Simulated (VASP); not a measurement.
# Si3C2 (R-3m) in VASP: single point with PBE

Aim: the single point of Si3C2 with PBE.

Program: VASP 6.6.1. These are calculated values, not measurements. Logs are shortened: lines on timing, memory, paths and dates and some standing lists are left out, and cuts for length are marked.

## (1) The cell of the first run

Symmetry: R-3m, No. 166, trigonal system. The conventional cell has a = 2.953 Å, b = 2.953 Å, c = 19.762 Å, α = 90.00°, β = 90.00°, γ = 120.00°. Within 2.7 Å of Si (site symmetry 3m) lie 3 C at 2.02 Å and 3 Si at 2.58 Å. Si (site symmetry -3m) has 6 C at 2.11 Å and 12 Si at 2.88 to 2.95 Å within 3.0 Å. Within 2.7 Å of C (site symmetry 3m) lie 6 Si at 2.02 to 2.11 Å.

## (2) Single point, PBE

INCAR reads:

```
SYSTEM = Si3C2
ALGO     = Normal         ! electronic algorithm
EDIFF    = 1E-6           ! SCF threshold, eV
ENCUT    = 520            ! plane-wave cutoff, eV
GGA      = PE             ! functional
ISIF     = 2              ! what is computed and relaxed
ISMEAR   = 0              ! smearing method
LASPH    = .TRUE.         ! aspherical terms in the spheres
LCHARG   = .FALSE.        ! write CHGCAR
LREAL    = .FALSE.        ! projectors in reciprocal space
LWAVE    = .FALSE.        ! write WAVECAR
NBANDS   = 31             ! bands
NELM     = 60             ! most SCF steps
PREC     = Accurate       ! precision mode
SIGMA    = 0.2            ! smearing width, eV
```

KPOINTS reads:

```
k-points
0
G
  8 4 8
  0 0 0
```

POSCAR reads:

```
Si3C2
1.0
    1.4764893641     -2.5573545955      0.0000000000
   -4.4294680923     -2.5573545955      0.0000000000
    0.0000000000      1.7049030637     -6.5873819613
Si C
6 4
Direct
    0.5735936215      0.8578645405      0.1471872429
    0.0735936215      0.3578645405      0.1471872429
    0.2500000000      0.7500000000      0.5000000000
    0.7500000000      0.2500000000      0.5000000000
    0.9264063785      0.6421354595      0.8528127571
    0.4264063785      0.1421354595      0.8528127571
    0.6551944154      0.5517314718      0.3103888309
    0.1551944154      0.0517314718      0.3103888309
    0.8448055846      0.9482685282      0.6896111691
    0.3448055846      0.4482685282      0.6896111691
```

Potentials or basis: VASP PAW PBE potentials, release 64 (Si, C).

The run is started by

```sh
$ cat potpaw_PBE.64/Si/POTCAR potpaw_PBE.64/C/POTCAR > POTCAR
$ mpirun -np 1 vasp_std > vasp.out
```

OUTCAR:

```text
SYSTEM = Si3C2
   EDIFF = 1E-6
   ENCUT = 520
   GGA = PE
   ISIF = 2
   ISMEAR = 0
   LASPH = .TRUE.
   LREAL = .FALSE.
   NELM = 60
   PREC = Accurate

 ion  position               nearest neighbor table
   1  0.574  0.858  0.147-   8 2.02   8 2.02   7 2.02   6 2.58   5 2.58   5 2.58   4 2.88   3 2.88
                             3 2.88   2 2.95   2 2.95   2 2.95   2 2.95
   2  0.074  0.358  0.147-   7 2.02   7 2.02   8 2.02   5 2.58   6 2.58   6 2.58   3 2.88   4 2.88
                             4 2.88   1 2.95   1 2.95   1 2.95   1 2.95
   3  0.250  0.750  0.500-   8 2.11  10 2.11   9 2.11   7 2.11   9 2.11   7 2.11   6 2.88   2 2.88
                             1 2.88   5 2.88   5 2.88   1 2.88   4 2.95   4 2.95   4 2.95   4 2.95
   4  0.750  0.250  0.500-   7 2.11   9 2.11   8 2.11  10 2.11  10 2.11   8 2.11   5 2.88   1 2.88
                             2 2.88   6 2.88   2 2.88   6 2.88   3 2.95   3 2.95   3 2.95   3 2.95
   5  0.926  0.642  0.853-  10 2.02  10 2.02   9 2.02   2 2.58   1 2.58   1 2.58   4 2.88   3 2.88
                             3 2.88   6 2.95   6 2.95   6 2.95   6 2.95
   6  0.426  0.142  0.853-   9 2.02   9 2.02  10 2.02   1 2.58   2 2.58   2 2.58   3 2.88   4 2.88
                             4 2.88   5 2.95   5 2.95   5 2.95   5 2.95
   7  0.655  0.552  0.310-   2 2.02   2 2.02   1 2.02   4 2.11   3 2.11   3 2.11
   8  0.155  0.052  0.310-   1 2.02   1 2.02   2 2.02   3 2.11   4 2.11   4 2.11
   9  0.845  0.948  0.690-   6 2.02   6 2.02   5 2.02   4 2.11   3 2.11   3 2.11
  10  0.345  0.448  0.690-   5 2.02   5 2.02   6 2.02   3 2.11   4 2.11   4 2.11

  LATTYP: Found a base centered monoclinic cell.
 ALAT       =    13.2846188832
 B/A-ratio  =     0.2222855435
 C/A-ratio  =     0.3850098551
 COS(beta)  =    -0.1283366184

  Lattice vectors:

 A1 = (   0.0000000000,   1.7049030637,  -6.5873819613)
 A2 = (   1.4764893641,  -0.8524515318,  -6.5873819613)
 A3 = (  -4.4294680923,  -2.5573545955,   0.0000000000)

Analysis of symmetry for initial positions (statically):
=====================================================================
 Subroutine PRICEL returns following result:

  LATTYP: Found a trigonal (rhomboedric) cell.
 ALAT       =     6.8044320527
 COS(alpha) =     0.9058312343

  Lattice vectors:

 A1 = (  -1.4764893641,  -0.8524515318,  -6.5873819613)
 A2 = (   0.0000000000,   1.7049030637,  -6.5873819613)
 A3 = (   1.4764893641,  -0.8524515318,  -6.5873819613)

   2 primitive cells build up your supercell.

 Routine SETGRP: Setting up the symmetry group for a
 base centered monoclinic supercell.

 Subroutine GETGRP returns: Found  4 space group operations
 (whereof  4 operations were pure point group operations)
 out of a pool of  4 trial point group operations.

The static configuration has the point symmetry C_2h.

Analysis of symmetry for dynamics (positions and initial velocities):
=====================================================================
 Subroutine PRICEL returns following result:

  LATTYP: Found a trigonal (rhomboedric) cell.
 ALAT       =     6.8044320527
 COS(alpha) =     0.9058312343

  Lattice vectors:

 A1 = (  -1.4764893641,  -0.8524515318,  -6.5873819613)
 A2 = (   0.0000000000,   1.7049030637,  -6.5873819613)
 A3 = (   1.4764893641,  -0.8524515318,  -6.5873819613)

   2 primitive cells build up your supercell.

 Routine SETGRP: Setting up the symmetry group for a
 base centered monoclinic supercell.

 Subroutine GETGRP returns: Found  4 space group operations
 (whereof  4 operations were pure point group operations)
 out of a pool of  4 trial point group operations.

The dynamic configuration has the point symmetry C_2h.

 Subroutine INISYM returns: Found  4 space group operations
 (whereof  4 operations are pure point group operations),
 and found     2 'primitive' translations

----------------------------------------------------------------------------------------

                                     Primitive cell

  volume of cell :      49.7467

  direct lattice vectors                    reciprocal lattice vectors
    -1.476489364 -0.852451532 -6.587381961    -0.338641112 -0.195514537 -0.050601792
     0.000000000  1.704903064 -6.587381961     0.000000000  0.391029074 -0.050601792
[... 22 lines left out ...]
 KPOINTS: k-points

Automatic generation of k-mesh.
 Grid dimensions read from file:
 generate k-points for:    8    4    8

 Generating k-lattice:

  Cartesian coordinates                     Fractional coordinates (reciprocal lattice)
     0.021165069 -0.036658976 -0.009487836     0.125000000  0.000000000  0.000000000
    -0.042330139 -0.024439317 -0.006325224     0.000000000  0.250000000 -0.000000000
     0.000000000  0.000000000 -0.018975672     0.000000000  0.000000000  0.125000000

  Length of vectors
     0.043380407  0.049286198  0.018975672

  Shift w.r.t. Gamma in fractional coordinates (k-lattice)
     0.000000000  0.000000000  0.000000000

 Subroutine IBZKPT returns following result:
 ===========================================

 Found     78 irreducible k-points:

 Following reciprocal coordinates:
            Coordinates               Weight
  0.000000  0.000000  0.000000      1.000000
  0.125000  0.000000  0.000000      4.000000
  0.250000  0.000000  0.000000      4.000000
  0.375000  0.000000  0.000000      4.000000
  0.500000  0.000000  0.000000      2.000000
  0.000000  0.250000  0.000000      2.000000
[... 16 lines left out ...]
  0.500000  0.000000  0.125000      4.000000
 -0.375000  0.000000  0.125000      4.000000
 [... further k-points ...]
   k-points           NKPTS =     78   k-points in BZ     NKDIM =     78   number of bands    NBANDS=     31
   number of dos      NEDOS =    301   number of ions     NIONS =     10
   total plane-waves  NPLWV =  51840
   dimension x,y,z NGX =    24 NGY =   40 NGZ =   54
   dimension x,y,z NGXF=    48 NGYF=   80 NGZF=  108
   ions per type =               6   4
   NGX,Y,Z   is equivalent  to a cutoff of  13.51, 13.00, 13.19 a.u.
   NGXF,Y,Z  is equivalent  to a cutoff of  27.02, 26.00, 26.39 a.u.
 SYSTEM =  Si3C2
   PREC   = accura    normal or accurate (medium, high low for compatibility)
   ISTART =      0    job   : 0-new  1-cont  2-samecut
   ICHARG =      2    charge: 1-file 2-atom 10-const
   ISPIN  =      1    spin polarized calculation?
   LNONCOLLINEAR =      F non collinear calculations
   LSORBIT =      F    spin-orbit coupling
   LASPH  =      T    aspherical Exc in radial PAW
   ENCUT  =  520.0 eV  38.22 Ry    6.18 a.u.   5.49  9.51 12.65*2*pi/ulx,y,z
   NELM   =     60;   NELMIN=  2; NELMDL= -5     # of ELM steps
   EDIFF  = 0.1E-05   stopping-criterion for ELM
   LREAL  =      F    real-space projection
   EDIFFG = 0.1E-04   stopping-criterion for IOM
   NSW    =      0    number of steps for IOM
   IBRION =     -1    ionic relax: 0-MD 1-quasi-New 2-CG
   NFREE  =      0    steps in history (QN), initial steepest desc. (CG)
   ISIF   =      2    stress and relaxation
   ISYM   =      2    0-nonsym 1-usesym 2-fastsym
   POTIM  = 0.5000    time-step for ionic-motion
   TEBEG  =    0.0;   TEEND  =   0.0 temperature during run
   PSTRESS=    0.0 pullay stress
   NELECT =      40.0000    total number of electrons
   NUPDOWN=      -1.0000    fix difference up-down
   EMIN   =  10.00;   EMAX   =-10.00  energy-range for DOS
   EFERMI =   0.00;   METHOD = LEGACY
   ISMEAR =     0;   SIGMA  =   0.20  broadening in eV -4-tet -1-fermi 0-gaus
   EFERMI_NEDOS =   21; number of points for ismear=-14 and -15
   IALGO  =     38    algorithm
   IMIX   =      4    mixing-type and parameters
     AMIX     =   0.40;   BMIX     =  1.00
     AMIX_MAG =   1.60;   BMIX_MAG =  1.00
  volume/ion in A,a.u.               =       9.95        67.14
  Fermi-wavevector in a.u.,A,eV,Ry     =   1.208269  2.283296 19.863320  1.459913
  Thomas-Fermi vector in A             =   2.343881
   LORBIT       =      0    0 simple, 1 ext, 2 COOP (PROOUT), +10 PAW based schemes
   GGA     = PE    functional components
   LHFCALC =     F    Hartree Fock is set to
   AEXX    =    0.0000 exact exchange contribution
   IVDW    =     0    specifies the selected vdW correction
   LEPSILON=     F    determine dielectric tensor
   LRPA    =     F    only Hartree local field effects (RPA)
 non-spin polarized calculation
 Gauss-broadening in eV      SIGMA  =   0.20
  energy-cutoff  :      520.00
  volume of cell :       99.49
 maximum number of plane-waves:      2707
 NGX is ok and might be reduce to    24
   NGX = 11   NGY = 19   NGZ = 25

 number of electron      40.0000000 magnetization

 Free energy of the ion-electron system (eV)
  ---------------------------------------------------
  ext. energy  EPLUGINS =         0.00000000
  ---------------------------------------------------
  free energy    TOTEN  =       -63.80878074 eV

  energy without entropy =      -63.76378164  energy(sigma->0) =      -63.78628119

 E-fermi :  11.8070     XC(G=0): -12.0471

 val. band max:       11.7907461566   @ k =   0.5000   0.2500   0.2500
 cond. band min:      11.8342808816   @ k =   0.3750   0.2500   0.0000
 fundamental gap:      0.0435347250
 Fermi energy:        11.8069826172

 k-point     1 :       0.0000    0.0000    0.0000
  band No.  band energies     occupation
      1      -6.2326      2.00000
      2      -3.9694      2.00000
      3      -1.8713      2.00000
      4      -1.2415      2.00000
      5      -1.0953      2.00000
      6       0.4057      2.00000
[... 805 lines left out ...]
     30      18.0514      0.00000
     31      18.1583      0.00000

 [... further k-points ...]

------------------------ aborting loop because EDIFF is reached ----------------------------------------

  FORCE on cell =-STRESS in cart. coord.  units (eV):
  Direction    XX          YY          ZZ          XY          YZ          ZX
  --------------------------------------------------------------------------------------
  -------------------------------------------------------------------------------------
  Total        0.0478771      0.1603497      0.0825536     -0.0974041     -0.2541387     -0.4401811
  in kB        0.7709816      2.5821686      1.3293895     -1.5685339     -4.0924865     -7.0883942
  external PRESSURE =       1.5608466 kB  Pullay stress =       0.0000000 kB

 VOLUME and BASIS-vectors are now :
 -----------------------------------------------------------------------------
  energy-cutoff  :      520.00
  volume of cell :       99.49
      direct lattice vectors                 reciprocal lattice vectors
     1.476489364 -2.557354596  0.000000000     0.169320556 -0.293271806 -0.075902688
    -4.429468092 -2.557354596  0.000000000    -0.169320556 -0.097757269 -0.025300896
     0.000000000  1.704903064 -6.587381961     0.000000000  0.000000000 -0.151805377

 POSITION                                       TOTAL-FORCE (eV/Angst)
 -----------------------------------------------------------------------------------
     -2.95298     -3.40981     -0.96958         0.063711      0.036784     -0.026490
     -1.47649     -0.85245     -0.96958         0.063711      0.036784     -0.026490
     -2.95298     -1.70490     -3.29369        -0.000000      0.000000      0.000000
      0.00000     -1.70490     -3.29369        -0.000000      0.000000      0.000000
     -1.47649     -2.55735     -5.61780        -0.063711     -0.036784      0.026490
      0.00000      0.00000     -5.61780        -0.063711     -0.036784      0.026490
     -1.47649     -2.55735     -2.04465        -0.016912     -0.009764      0.005931
      0.00000      0.00000     -2.04465        -0.016912     -0.009764      0.005931
     -2.95298     -3.40981     -4.54273         0.016912      0.009764     -0.005931
     -1.47649     -0.85245     -4.54273         0.016912      0.009764     -0.005931
 -----------------------------------------------------------------------------------
    total drift:                                0.000000     -0.000000      0.000000

  FREE ENERGIE OF THE ION-ELECTRON SYSTEM (eV)
  ---------------------------------------------------
  free  energy   TOTEN  =       -63.8087807353 eV

  energy  without entropy=      -63.7637816356  energy(sigma->0) =      -63.78628119
```

Wall time 1.9 min (1 thread of Intel Xeon Platinum 8559C (Emerald Rapids), shared host); peak memory 0.32 GiB.

Results:

- Free energy: -63.8088 eV
- Pressure: 0.2 GPa
- Largest force: 0.078 eV/Å
- Band gap on the k mesh: zero (bands 20 and 21 overlap by 2.45 eV)

Forces on the atoms (eV/Å):
```
Si   0.064  0.037 -0.026
Si   0.064  0.037 -0.026
Si   0.000  0.000  0.000
Si   0.000  0.000  0.000
Si  -0.064 -0.037  0.026
Si  -0.064 -0.037  0.026
C   -0.017 -0.010  0.006
C   -0.017 -0.010  0.006
C    0.017  0.010 -0.006
C    0.017  0.010 -0.006
```

The gap in the log of VASP goes by the Fermi energy; the results here count the filled bands.